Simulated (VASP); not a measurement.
# Ir (I4/mmm) in VASP: further runs

Runs on Ir. Level: PBE. Tasks: single point.

Program: VASP 6.6.1. These are calculated values, not measurements. Logs are shortened: lines on timing, memory, paths and dates and some standing lists are left out, and cuts for length are marked.

**1. The cell of the first run**

The structure is tetragonal, space group I4/mmm (No. 139). The conventional cell has a = 3.194 Å, b = 3.194 Å, c = 2.842 Å, α = 90.00°, β = 90.00°, γ = 90.00°. Within 3.5 Å of Ir (site symmetry 4/mmm) lie 14 Ir at 2.67 to 3.19 Å.

**2. Single point, PBE (14.49 Å³/atom)**

INCAR reads:

```
SYSTEM = Ir
PREC     = Accurate       ! precision mode
ENCUT    = 520            ! plane-wave cutoff, eV
EDIFF    = 1E-6           ! SCF threshold, eV
ISMEAR   = 0              ! smearing method
SIGMA    = 0.15           ! smearing width, eV
LREAL    = .FALSE.        ! projectors in reciprocal space
LASPH    = .TRUE.         ! aspherical terms in the spheres
NELM     = 60             ! most SCF steps
ALGO     = Normal         ! electronic algorithm
ISIF     = 2              ! what is computed and relaxed
LWAVE    = .FALSE.        ! write WAVECAR
LCHARG   = .TRUE.         ! write CHGCAR
GGA      = PE             ! functional
LELF     = .TRUE.         ! ELF
LVHAR    = .TRUE.       
NBANDS   = 10             ! bands
```

KPOINTS reads:

```
Automatic mesh
0
G
  22 22 22
  0 0 0
```

POSCAR reads:

```
Ir
1.0
    0.0000000000      2.2583547080      1.4209567823
    2.2583547080      0.0000000000      1.4209567823
    2.2583547080      2.2583547080      0.0000000000
Ir
1
Direct
    0.0000000000      0.0000000000      0.0000000000
```

Potentials or basis: VASP PAW PBE potentials, release 64 (Ir).

On the command line:

```console
$ cat potpaw_PBE.64/Ir/POTCAR > POTCAR
$ mpirun -np 1 vasp_std > vasp.out
```

OUTCAR:

```text
SYSTEM = Ir
   PREC = Accurate
   ENCUT = 520
   EDIFF = 1E-6
   ISMEAR = 0
   LREAL = .FALSE.
   LASPH = .TRUE.
   NELM = 60
   ISIF = 2
   GGA = PE

 ion  position               nearest neighbor table
   1  0.000  0.000  0.000-

  LATTYP: Found a body centered tetragonal cell.
 ALAT       =     3.1937958567
 C/A-ratio  =     0.8898231735

  Lattice vectors:

 A1 = (   0.0000000000,  -2.2583547080,  -1.4209567823)
 A2 = (   0.0000000000,   2.2583547080,  -1.4209567823)
 A3 = (   2.2583547080,   0.0000000000,   1.4209567823)

Analysis of symmetry for initial positions (statically):
=====================================================================
 Subroutine PRICEL returns:
 Original cell was already a primitive cell.

 Routine SETGRP: Setting up the symmetry group for a
 body centered tetragonal supercell.

 Subroutine GETGRP returns: Found 16 space group operations
 (whereof 16 operations were pure point group operations)
 out of a pool of 16 trial point group operations.

The static configuration has the point symmetry D_4h.

Analysis of symmetry for dynamics (positions and initial velocities):
=====================================================================
 Subroutine PRICEL returns:
 Original cell was already a primitive cell.

 Routine SETGRP: Setting up the symmetry group for a
 body centered tetragonal supercell.

 Subroutine GETGRP returns: Found 16 space group operations
 (whereof 16 operations were pure point group operations)
 out of a pool of 16 trial point group operations.

The dynamic configuration has the point symmetry D_4h.

 Subroutine INISYM returns: Found 16 space group operations
 (whereof 16 operations are pure point group operations),
 and found     1 'primitive' translations

----------------------------------------------------------------------------------------

                                     Primitive cell

  volume of cell :      14.4942

  direct lattice vectors                    reciprocal lattice vectors
     0.000000000  2.258354708  1.420956782    -0.221400119  0.221400119  0.351875586
     2.258354708  0.000000000  1.420956782     0.221400119 -0.221400119  0.351875586
     2.258354708  2.258354708  0.000000000     0.221400119  0.221400119 -0.351875586

  length of vectors
     2.668198674  2.668198674  3.193795857     0.471012158  0.471012158  0.471012158

  position of ions in fractional coordinates (direct lattice)
     0.000000000  0.000000000  0.000000000

  ion indices of the primitive-cell ions
   primitive index   ion index
                 1           1

----------------------------------------------------------------------------------------

 KPOINTS: Automatic mesh

Automatic generation of k-mesh.
 Grid dimensions read from file:
 generate k-points for:   22   22   22

 Generating k-lattice:

  Cartesian coordinates                     Fractional coordinates (reciprocal lattice)
    -0.010063642  0.010063642  0.015994345     0.045454545 -0.000000000  0.000000000
     0.010063642 -0.010063642  0.015994345    -0.000000000  0.045454545  0.000000000
     0.010063642  0.010063642 -0.015994345     0.000000000  0.000000000  0.045454545

  Length of vectors
     0.021409644  0.021409644  0.021409644

  Shift w.r.t. Gamma in fractional coordinates (k-lattice)
     0.000000000  0.000000000  0.000000000

 Subroutine IBZKPT returns following result:
 ===========================================

 Found    834 irreducible k-points:

 Following reciprocal coordinates:
            Coordinates               Weight
  0.000000  0.000000  0.000000      1.000000
  0.045455  0.000000  0.000000      8.000000
  0.090909  0.000000  0.000000      8.000000
  0.136364 -0.000000  0.000000      8.000000
  0.181818 -0.000000  0.000000      8.000000
  0.227273 -0.000000  0.000000      8.000000
[... 16 lines left out ...]
  0.500000  0.045455  0.000000      8.000000
 -0.454545  0.045455  0.000000      8.000000
 [... further k-points ...]
   k-points           NKPTS =    834   k-points in BZ     NKDIM =    834   number of bands    NBANDS=     10
   number of dos      NEDOS =    301   number of ions     NIONS =      1
   total plane-waves  NPLWV =   9600
   dimension x,y,z NGX =    20 NGY =   20 NGZ =   24
   dimension x,y,z NGXF=    40 NGYF=   40 NGZF=   48
   ions per type =               1
   NGX,Y,Z   is equivalent  to a cutoff of  12.46, 12.46, 12.49 a.u.
   NGXF,Y,Z  is equivalent  to a cutoff of  24.92, 24.92, 24.99 a.u.
 SYSTEM =  Ir
   PREC   = accura    normal or accurate (medium, high low for compatibility)
   ISTART =      0    job   : 0-new  1-cont  2-samecut
   ICHARG =      2    charge: 1-file 2-atom 10-const
   ISPIN  =      1    spin polarized calculation?
   LNONCOLLINEAR =      F non collinear calculations
   LSORBIT =      F    spin-orbit coupling
   LASPH  =      T    aspherical Exc in radial PAW
   ENCUT  =  520.0 eV  38.22 Ry    6.18 a.u.   4.96  4.96  5.94*2*pi/ulx,y,z
   NELM   =     60;   NELMIN=  2; NELMDL= -5     # of ELM steps
   EDIFF  = 0.1E-05   stopping-criterion for ELM
   LREAL  =      F    real-space projection
   EDIFFG = 0.1E-04   stopping-criterion for IOM
   NSW    =      0    number of steps for IOM
   IBRION =     -1    ionic relax: 0-MD 1-quasi-New 2-CG
   NFREE  =      0    steps in history (QN), initial steepest desc. (CG)
   ISIF   =      2    stress and relaxation
   ISYM   =      2    0-nonsym 1-usesym 2-fastsym
   POTIM  = 0.5000    time-step for ionic-motion
   TEBEG  =    0.0;   TEEND  =   0.0 temperature during run
   PSTRESS=    0.0 pullay stress
   NELECT =       9.0000    total number of electrons
   NUPDOWN=      -1.0000    fix difference up-down
   EMIN   =  10.00;   EMAX   =-10.00  energy-range for DOS
   EFERMI =   0.00;   METHOD = LEGACY
   ISMEAR =     0;   SIGMA  =   0.15  broadening in eV -4-tet -1-fermi 0-gaus
   EFERMI_NEDOS =   21; number of points for ismear=-14 and -15
   IALGO  =     38    algorithm
   IMIX   =      4    mixing-type and parameters
     AMIX     =   0.40;   BMIX     =  1.00
     AMIX_MAG =   1.60;   BMIX_MAG =  1.00
  volume/ion in A,a.u.               =      14.49        97.81
  Fermi-wavevector in a.u.,A,eV,Ry     =   1.396660  2.639304 26.540319  1.950658
  Thomas-Fermi vector in A             =   2.519992
   LORBIT       =      0    0 simple, 1 ext, 2 COOP (PROOUT), +10 PAW based schemes
   GGA     = PE    functional components
   LHFCALC =     F    Hartree Fock is set to
   AEXX    =    0.0000 exact exchange contribution
   IVDW    =     0    specifies the selected vdW correction
   LEPSILON=     F    determine dielectric tensor
   LRPA    =     F    only Hartree local field effects (RPA)
 non-spin polarized calculation
 Gauss-broadening in eV      SIGMA  =   0.15
  energy-cutoff  :      520.00
  volume of cell :       14.49
 maximum number of plane-waves:       405
   NGX =  9   NGY =  9   NGZ = 11

 number of electron       9.0000001 magnetization

 Free energy of the ion-electron system (eV)
  ---------------------------------------------------
  ext. energy  EPLUGINS =         0.00000000
  ---------------------------------------------------
  free energy    TOTEN  =        -8.38323257 eV

  energy without entropy =       -8.36387863  energy(sigma->0) =       -8.37355560

 E-fermi :   9.6810     XC(G=0): -13.8255

 val. band max:        9.6805985938   @ k =  -0.2273   0.0000   0.0909
 cond. band min:       9.6812839382   @ k =   0.5000   0.0000   0.4091
 fundamental gap:      0.0006853444
 Fermi energy:         9.6810177869

 k-point     1 :       0.0000    0.0000    0.0000
  band No.  band energies     occupation
      1      -0.8613      2.00000
      2       5.4148      2.00000
      3       6.6738      2.00000
      4       6.6738      2.00000
      5       8.0269      2.00000
      6       9.9984      0.00277
      7      25.9363      0.00000
      8      25.9363      0.00000
      9      28.6787      0.00000
     10      37.0504      0.00000

 k-point     2 :       0.0455    0.0000    0.0000
  band No.  band energies     occupation
      1      -0.7608      2.00000
      2       5.4430      2.00000
      3       6.6554      2.00000
      4       6.6749      2.00000
      5       8.0431      2.00000
      6       9.9402      0.01456
      7      26.0761      0.00000
      8      26.1002      0.00000
      9      28.6718      0.00000
     10      35.9373      0.00000

 k-point     3 :       0.0909    0.0000    0.0000
  band No.  band energies     occupation
      1      -0.4652      2.00000
      2       5.4837      2.00000
      3       6.5877      2.00000
      4       6.7280      2.00000
      5       8.1059      2.00000
      6       9.7888      0.30961
      7      26.4498      0.00000
      8      26.5818      0.00000
      9      28.5852      0.00000
     10      34.5827      0.00000

 k-point     4 :       0.1364   -0.0000    0.0000
  band No.  band energies     occupation
      1       0.0056      2.00000
      2       5.4348      2.00000
      3       6.4542      2.00000
      4       6.9497      2.00000
      5       8.2444      2.00000
      6       9.5986      1.56314
      7      26.8922      0.00000
      8      27.3516      0.00000
      9      28.2702      0.00000
     10      33.7034      0.00000
[... 222 lines left out ...]
 k-point    22 :       0.4545    0.0455    0.0000
  band No.  band energies     occupation
      1       2.3830      2.00000
      2       4.0406      2.00000
      3       8.3936      2.00000
      4       9.6078      1.50988
      5      11.1256      0.00000
      6      11.7087      0.00000
      7      18.5442      0.00000
      8      22.8222      0.00000
      9      25.9227      0.00000
     10      34.3530      0.00000

 k-point    23 :       0.5000    0.0455    0.0000
  band No.  band energies     occupation
      1       2.3651      2.00000
      2       4.0176      2.00000
      3       8.6170      2.00000
      4       9.4779      1.94453
      5      11.3271      0.00000
      6      11.9342      0.00000
      7      18.1399      0.00000
      8      22.7422      0.00000
      9      25.5740      0.00000
     10      34.6338      0.00000

 k-point    24 :      -0.4545    0.0455    0.0000
  band No.  band energies     occupation
      1       2.3905      2.00000
      2       4.0659      2.00000
      3       8.6261      2.00000
      4       9.1218      2.00000
      5      11.0193      0.00000
      6      11.7631      0.00000
      7      18.7801      0.00000
      8      22.9801      0.00000
      9      25.8352      0.00000
     10      34.6822      0.00000

 [... further k-points ...]
[... 5 lines left out ...]
  --------------------------------------------------------------------------------------
  -------------------------------------------------------------------------------------
  Total        1.9890966      1.9890966     -1.0739302      0.0000000     -0.0000000      0.0000000
  in kB      219.8726839    219.8726839   -118.7111345      0.0000000     -0.0000000      0.0000000
  external PRESSURE =     107.0114111 kB  Pullay stress =       0.0000000 kB

 VOLUME and BASIS-vectors are now :
 -----------------------------------------------------------------------------
  energy-cutoff  :      520.00
  volume of cell :       14.49
      direct lattice vectors                 reciprocal lattice vectors
     0.000000000  2.258354708  1.420956782    -0.221400119  0.221400119  0.351875586
     2.258354708  0.000000000  1.420956782     0.221400119 -0.221400119  0.351875586
     2.258354708  2.258354708  0.000000000     0.221400119  0.221400119 -0.351875586

 POSITION                                       TOTAL-FORCE (eV/Angst)
 -----------------------------------------------------------------------------------
      0.00000      0.00000      0.00000         0.000000      0.000000     -0.000000
 -----------------------------------------------------------------------------------
    total drift:                                0.000000     -0.000000     -0.000000

  FREE ENERGIE OF THE ION-ELECTRON SYSTEM (eV)
  ---------------------------------------------------
  free  energy   TOTEN  =        -8.3832325667 eV

  energy  without entropy=       -8.3638786259  energy(sigma->0) =       -8.37355560
```

Run time: 57 s. Hardware: 1 thread of Intel Xeon Platinum 8559C (Emerald Rapids), shared host; peak memory 0.24 GiB.

Results:

| Item | Value |
| --- | --- |
| Free energy | -8.3832 eV |
| Pressure | 10.7 GPa |
| Band gap on the k mesh | zero (an odd number of electrons rules out a gap without spin polarisation) |

Caveat: the cell stands under pressure; spin-orbit coupling is left out, which moves the levels of the heavy elements.

**3. Single point, PBE (14.49 Å³/atom)**

INCAR reads:

```
SYSTEM = Ir
PREC = Accurate
ENCUT = 520
EDIFF = 1E-7
ISMEAR = 0
SIGMA = 0.15
LREAL = .False.
LASPH = .True.
NELM = 80
ALGO = Normal
ISIF = 2
LWAVE = .False.
LCHARG = .True.
GGA = PE
LELF = .True.
LVHAR = .True.
NBANDS = 10
```

KPOINTS reads:

```
Automatic mesh
0
Gamma
  22 22 22
  0 0 0
```

POSCAR reads:

```
Ir
1.0
    0.0000000000      1.8698631697      2.0727433236
    1.8698631697      0.0000000000      2.0727433236
    1.8698631697      1.8698631697      0.0000000000
Ir
1
Direct
    0.0000000000      0.0000000000      0.0000000000
```

Potentials or basis: VASP PAW PBE potentials, release 64 (Ir).

On the command line:

```console
$ cat potpaw_PBE.64/Ir/POTCAR > POTCAR
$ mpirun -np 1 vasp_std > vasp.out
```

Wall time 54 s (1 thread of Intel Xeon Platinum 8559C (Emerald Rapids), shared host); peak memory 0.25 GiB.

Results (log left out):

* Free energy: -8.7387 eV
* Pressure: 3.3 GPa
* Band gap on the k mesh: zero (an odd number of electrons rules out a gap without spin polarisation)

Stress tensor (GPa, compression positive):
```
 15.42   0.00   0.00
  0.00  15.42   0.00
  0.00   0.00 -21.03
```

Levels at points of the mesh, in eV from the Fermi level:
```csv
k point,band 2,band 3,band 4,band 5,band 6,band 7
"(0.00, 0.00, 0.00)",-4.57,-3.17,-3.17,-2.09,-0.27,14.59
"(0.50, 0.00, 0.00)",-4.44,-3.10,-0.62,0.59,1.17,7.18
"(0.50, 0.50, 0.00)",-7.01,0.43,1.03,1.35,1.35,8.44
"(0.50, 0.00, 0.50)",-6.97,0.66,0.73,2.18,2.49,10.62
```

Caveat: the cell stands under pressure; spin-orbit coupling is left out, which moves the levels of the heavy elements.
